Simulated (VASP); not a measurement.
# Mo in VASP: single point with PBE

Aim: the single point of Mo with PBE.

Program: VASP 6.6.1. These are calculated values, not measurements. Logs are shortened: lines on timing, memory, paths and dates and some standing lists are left out, and cuts for length are marked.

## (1) The cell of the first run

The cell holds a slab with vacuum, 9 atoms: a = 2.721 Å, b = 4.443 Å, c = 28.262 Å, α = 90.00°, β = 90.00°, γ = 90.00°.

## (2) Single point, PBE

INCAR

```
SYSTEM = Mo
PREC = Accurate ; ENCUT = 400
EDIFF = 1E-6 ; ISMEAR = 0
SIGMA = 0.1 ; LREAL = .False.
LASPH = .True. ; NELM = 120
ALGO = Normal ; ISIF = 2
LWAVE = .False. ; LCHARG = .False.
LDIPOL = .True. ; IDIPOL = 3
DIPOL = 0.5 0.5 0.501 ; GGA = PE
NBANDS = 73 ; GGA_COMPAT = .False.
NELMDL = -8
```

KPOINTS

```
regular mesh
0
Gamma
  18 11 1
  0 0 0
```

POSCAR

```
Mo
1.0
    2.7210518200      0.0000000000      0.0000000000
    0.0000000000      4.4434590100      0.0000000000
    0.0000000000      0.0000000000     28.2617292424
Mo
9
Direct
    0.3333333300      0.5000000000      0.3184518514
    0.6666666700      0.0000000000      0.3638388910
    0.0000000000      0.5000000000      0.4092259307
    0.3333333300      0.0000000000      0.4546129603
    0.6597323858      0.5000000000      0.5007807788
   -0.0158058110      0.0000000000      0.5473461963
    0.3129046516      0.5000000000      0.5932165098
    0.6691321757      0.0000000000      0.6390208679
    0.0015930399      0.5000000000      0.6780239098
```

Potentials or basis: VASP PAW PBE potentials, release 64 (Mo_sv).

Run with:

```bash
$ cat potpaw_PBE.64/Mo_sv/POTCAR > POTCAR
$ mpirun -np 1 vasp_std > vasp.out
```

OUTCAR:

```text
SYSTEM = Mo
   PREC = Accurate
   ENCUT = 400
   EDIFF = 1E-6
   ISMEAR = 0
   LREAL = .False.
   LASPH = .True.
   NELM = 120
   ISIF = 2
   GGA = PE
   NELMDL = -8

 ion  position               nearest neighbor table
   1  0.333  0.500  0.318-   2 2.72   2 2.72   3 2.72   2 3.14   2 3.14   3 3.14
   2  0.667  0.000  0.364-   4 2.72   3 2.72   3 2.72   1 2.72   1 2.72   4 3.14   1 3.14   1 3.14
                             3 3.14   3 3.14
   3  0.000  0.500  0.409-   4 2.72   4 2.72   2 2.72   2 2.72   1 2.72   5 2.75   4 3.14   4 3.14
                             2 3.14   2 3.14   1 3.14   5 3.15
   4  0.333  0.000  0.455-   3 2.72   3 2.72   2 2.72   5 2.73   5 2.73   6 2.79   2 3.14   3 3.14
                             3 3.14   5 3.16   5 3.16   6 3.16
   5  0.660  0.500  0.501-   4 2.73   4 2.73   6 2.73   6 2.73   3 2.75   7 2.78   3 3.15   7 3.16
                             4 3.16   4 3.16   6 3.17   6 3.17
   6  0.984  0.000  0.547-   7 2.72   7 2.72   5 2.73   5 2.73   8 2.73   4 2.79   7 3.15   7 3.15
                             4 3.16   5 3.17   5 3.17   8 3.19
   7  0.313  0.500  0.593-   9 2.54   6 2.72   6 2.72   8 2.75   8 2.75   5 2.78   9 3.04   8 3.11
                             8 3.11   6 3.15   6 3.15   5 3.16
   8  0.669  0.000  0.639-   9 2.64   9 2.64   6 2.73   7 2.75   7 2.75   9 3.07   9 3.07   7 3.11
                             7 3.11   6 3.19
   9  0.002  0.500  0.678-   7 2.54   8 2.64   8 2.64   7 3.04   8 3.07   8 3.07

  LATTYP: Found a simple orthorhombic cell.
 ALAT       =     2.7210518200
 B/A-ratio  =     1.6329931600
 C/A-ratio  =    10.3863252565

  Lattice vectors:

 A1 = (   2.7210518200,   0.0000000000,   0.0000000000)
 A2 = (   0.0000000000,   4.4434590100,   0.0000000000)
 A3 = (   0.0000000000,   0.0000000000,  28.2617292424)

Analysis of symmetry for initial positions (statically):
=====================================================================
 Subroutine PRICEL returns:
 Original cell was already a primitive cell.

 Routine SETGRP: Setting up the symmetry group for a
 simple orthorhombic supercell.

 Subroutine GETGRP returns: Found  2 space group operations
 (whereof  2 operations were pure point group operations)
 out of a pool of  8 trial point group operations.

The static configuration has the point symmetry C_1h.

Analysis of symmetry for dynamics (positions and initial velocities):
=====================================================================
 Subroutine PRICEL returns:
 Original cell was already a primitive cell.

 Routine SETGRP: Setting up the symmetry group for a
 simple orthorhombic supercell.

 Subroutine GETGRP returns: Found  2 space group operations
 (whereof  2 operations were pure point group operations)
 out of a pool of  8 trial point group operations.

The dynamic configuration has the point symmetry C_1h.

 Subroutine INISYM returns: Found  2 space group operations
 (whereof  2 operations are pure point group operations),
 and found     1 'primitive' translations

----------------------------------------------------------------------------------------

                                     Primitive cell

  volume of cell :     341.7092

  direct lattice vectors                    reciprocal lattice vectors
     2.721051820  0.000000000  0.000000000     0.367504945  0.000000000  0.000000000
     0.000000000  4.443459010  0.000000000     0.000000000  0.225049899  0.000000000
     0.000000000  0.000000000 28.261729242     0.000000000  0.000000000  0.035383539

  length of vectors
     2.721051820  4.443459010 28.261729242     0.367504945  0.225049899  0.035383539

  position of ions in fractional coordinates (direct lattice)
     0.333333330  0.500000000  0.318451851
     0.666666670  0.000000000  0.363838891
     0.000000000  0.500000000  0.409225931
     0.333333330  0.000000000  0.454612960
     0.659732386  0.500000000  0.500780779
     0.984194189  0.000000000  0.547346196
     0.312904652  0.500000000  0.593216510
     0.669132176  0.000000000  0.639020868
     0.001593040  0.500000000  0.678023910

  ion indices of the primitive-cell ions
   primitive index   ion index
                 1           1
                 2           2
                 3           3
                 4           4
                 5           5
                 6           6
                 7           7
                 8           8
                 9           9

----------------------------------------------------------------------------------------

 KPOINTS: regular mesh

Automatic generation of k-mesh.
 Grid dimensions read from file:
 generate k-points for:   18   11    1

 Generating k-lattice:

  Cartesian coordinates                     Fractional coordinates (reciprocal lattice)
     0.020416941  0.000000000  0.000000000     0.055555556  0.000000000  0.000000000
     0.000000000  0.020459082  0.000000000     0.000000000  0.090909091  0.000000000
     0.000000000  0.000000000  0.035383539     0.000000000  0.000000000  1.000000000

  Length of vectors
     0.020416941  0.020459082  0.035383539

  Shift w.r.t. Gamma in fractional coordinates (k-lattice)
     0.000000000  0.000000000  0.000000000

 Subroutine IBZKPT returns following result:
 ===========================================

 Found     60 irreducible k-points:

 Following reciprocal coordinates:
            Coordinates               Weight
  0.000000  0.000000  0.000000      1.000000
  0.055556  0.000000  0.000000      2.000000
  0.111111  0.000000  0.000000      2.000000
  0.166667  0.000000  0.000000      2.000000
  0.222222  0.000000  0.000000      2.000000
  0.277778  0.000000  0.000000      2.000000
[... 16 lines left out ...]
  0.111111  0.181818  0.000000      4.000000
  0.166667  0.181818  0.000000      4.000000
 [... further k-points ...]
   k-points           NKPTS =     60   k-points in BZ     NKDIM =     60   number of bands    NBANDS=     73
   number of dos      NEDOS =    301   number of ions     NIONS =      9
   total plane-waves  NPLWV = 103680
   dimension x,y,z NGX =    18 NGY =   30 NGZ =  192
   dimension x,y,z NGXF=    36 NGYF=   60 NGZF=  384
   ions per type =               9
   NGX,Y,Z   is equivalent  to a cutoff of  11.00, 11.22, 11.29 a.u.
   NGXF,Y,Z  is equivalent  to a cutoff of  21.99, 22.45, 22.59 a.u.
 SYSTEM =  Mo
   PREC   = accura    normal or accurate (medium, high low for compatibility)
   ISTART =      0    job   : 0-new  1-cont  2-samecut
   ICHARG =      2    charge: 1-file 2-atom 10-const
   ISPIN  =      1    spin polarized calculation?
   LNONCOLLINEAR =      F non collinear calculations
   LSORBIT =      F    spin-orbit coupling
   LASPH  =      T    aspherical Exc in radial PAW
   ENCUT  =  400.0 eV  29.40 Ry    5.42 a.u.   4.44  7.25 46.09*2*pi/ulx,y,z
   NELM   =    120;   NELMIN=  2; NELMDL= -8     # of ELM steps
   EDIFF  = 0.1E-05   stopping-criterion for ELM
   LREAL  =      F    real-space projection
   EDIFFG = 0.1E-04   stopping-criterion for IOM
   NSW    =      0    number of steps for IOM
   IBRION =     -1    ionic relax: 0-MD 1-quasi-New 2-CG
   NFREE  =      0    steps in history (QN), initial steepest desc. (CG)
   ISIF   =      2    stress and relaxation
   ISYM   =      2    0-nonsym 1-usesym 2-fastsym
   POTIM  = 0.5000    time-step for ionic-motion
   TEBEG  =    0.0;   TEEND  =   0.0 temperature during run
   PSTRESS=    0.0 pullay stress
   NELECT =     126.0000    total number of electrons
   NUPDOWN=      -1.0000    fix difference up-down
   EMIN   =  10.00;   EMAX   =-10.00  energy-range for DOS
   EFERMI =   0.00;   METHOD = LEGACY
   ISMEAR =     0;   SIGMA  =   0.10  broadening in eV -4-tet -1-fermi 0-gaus
   EFERMI_NEDOS =   21; number of points for ismear=-14 and -15
   IALGO  =     38    algorithm
   IMIX   =      4    mixing-type and parameters
     AMIX     =   0.40;   BMIX     =  1.00
     AMIX_MAG =   1.60;   BMIX_MAG =  1.00
  volume/ion in A,a.u.               =      37.97       256.22
  Fermi-wavevector in a.u.,A,eV,Ry     =   1.173941  2.218426 18.750684  1.378136
  Thomas-Fermi vector in A             =   2.310346
   LORBIT       =      0    0 simple, 1 ext, 2 COOP (PROOUT), +10 PAW based schemes
   GGA     = PE    functional components
   LHFCALC =     F    Hartree Fock is set to
   AEXX    =    0.0000 exact exchange contribution
   IVDW    =     0    specifies the selected vdW correction
   LEPSILON=     F    determine dielectric tensor
   LRPA    =     F    only Hartree local field effects (RPA)
 non-spin polarized calculation
 Gauss-broadening in eV      SIGMA  =   0.10
  energy-cutoff  :      400.00
  volume of cell :      341.71
 maximum number of plane-waves:      6279
 NGX is ok and might be reduce to    18
   NGX =  9   NGY = 15   NGZ = 93

 dipolmoment           0.000000      0.000000     -0.009159 electrons x Angstroem

 number of electron     126.0000008 magnetization

 dipolmoment           0.000000      0.000000      0.002678 electrons x Angstroem

 Free energy of the ion-electron system (eV)
  ---------------------------------------------------
  ext. energy  EPLUGINS =         0.00000000
  ---------------------------------------------------
  free energy    TOTEN  =       -93.86474830 eV

  energy without entropy =      -93.83147645  energy(sigma->0) =      -93.84811237

 E-fermi :   2.8420     XC(G=0):  -6.3261

 val. band max:        2.8395217534   @ k =   0.1667   0.4545   0.0000
 cond. band min:       2.8470540591   @ k =   0.0556   0.2727   0.0000
 fundamental gap:      0.0075323056
 Fermi energy:         2.8420087083

 k-point     1 :       0.0000    0.0000    0.0000
  band No.  band energies     occupation
      1     -58.4426      2.00000
      2     -58.3987      2.00000
      3     -58.2786      2.00000
      4     -58.1924      2.00000
      5     -58.1812      2.00000
      6     -58.1523      2.00000
[... 65 lines left out ...]
     72       4.4557      0.00000
     73       4.5550      0.00000
[... 1746 lines left out ...]
     72       3.8081      0.00000
     73       4.0045      0.00000

 [... further k-points ...]

------------------------ aborting loop because EDIFF is reached ----------------------------------------

 vacuum level on the upper side and lower side of the slab       (xc-potential included)        -0.179        -0.227

  FORCE on cell =-STRESS in cart. coord.  units (eV):
  Direction    XX          YY          ZZ          XY          YZ          ZX
  --------------------------------------------------------------------------------------
  -------------------------------------------------------------------------------------
  Total       -4.3088409     -3.5316353     -3.1203118      0.0000000      0.0000000      0.4850711
  in kB      -20.2029281    -16.5588325    -14.6302536      0.0000000      0.0000000      2.2743600
  external PRESSURE =     -17.1306714 kB  Pullay stress =       0.0000000 kB

 VOLUME and BASIS-vectors are now :
 -----------------------------------------------------------------------------
  energy-cutoff  :      400.00
  volume of cell :      341.71
      direct lattice vectors                 reciprocal lattice vectors
     2.721051820  0.000000000  0.000000000     0.367504945  0.000000000  0.000000000
     0.000000000  4.443459010  0.000000000     0.000000000  0.225049899  0.000000000
     0.000000000  0.000000000 28.261729242     0.000000000  0.000000000  0.035383539

 POSITION                                       TOTAL-FORCE (eV/Angst)
 -----------------------------------------------------------------------------------
      0.90702      2.22173      9.00000        -0.063692      0.000000      1.467673
      1.81403      0.00000     10.28272        -0.200720      0.000000     -0.912249
      0.00000      2.22173     11.56543         0.278921      0.000000     -0.620202
      0.90702      0.00000     12.84815        -0.014987      0.000000      0.010267
      1.79517      2.22173     14.15293         0.009668      0.000000     -0.006527
      2.67804      0.00000     15.46895         0.020992      0.000000     -0.005699
      0.85143      2.22173     16.76532        -0.072852      0.000000     -0.015449
      1.82074      0.00000     18.05983        -0.025627      0.000000      0.101533
      0.00433      2.22173     19.16213         0.068296      0.000000     -0.019347
 -----------------------------------------------------------------------------------
    total drift:                               -0.000835      0.000000      0.001207

  FREE ENERGIE OF THE ION-ELECTRON SYSTEM (eV)
  ---------------------------------------------------
  free  energy   TOTEN  =       -93.8647482998 eV

  energy  without entropy=      -93.8314764466  energy(sigma->0) =      -93.84811237

 vacuum level on the upper side and lower side of the slab         6.774         6.721
```

Run time: 23 min. Hardware: 1 thread of Intel Xeon 6975P-C (Granite Rapids), shared host; peak memory 0.75 GiB.

Results:

```
Free energy            : -93.8647 eV
Largest force          : 1.469 eV/Å
Band gap on the k mesh : zero (bands 63 and 64 overlap by 1.64 eV)
```

Forces in eV/Å, atoms in the order of the input:
```
Mo  -0.064  0.000  1.468
Mo  -0.201  0.000 -0.912
Mo   0.279  0.000 -0.620
Mo  -0.015  0.000  0.010
Mo   0.010  0.000 -0.007
Mo   0.021  0.000 -0.006
Mo  -0.073  0.000 -0.015
Mo  -0.026  0.000  0.102
Mo   0.068  0.000 -0.019
```
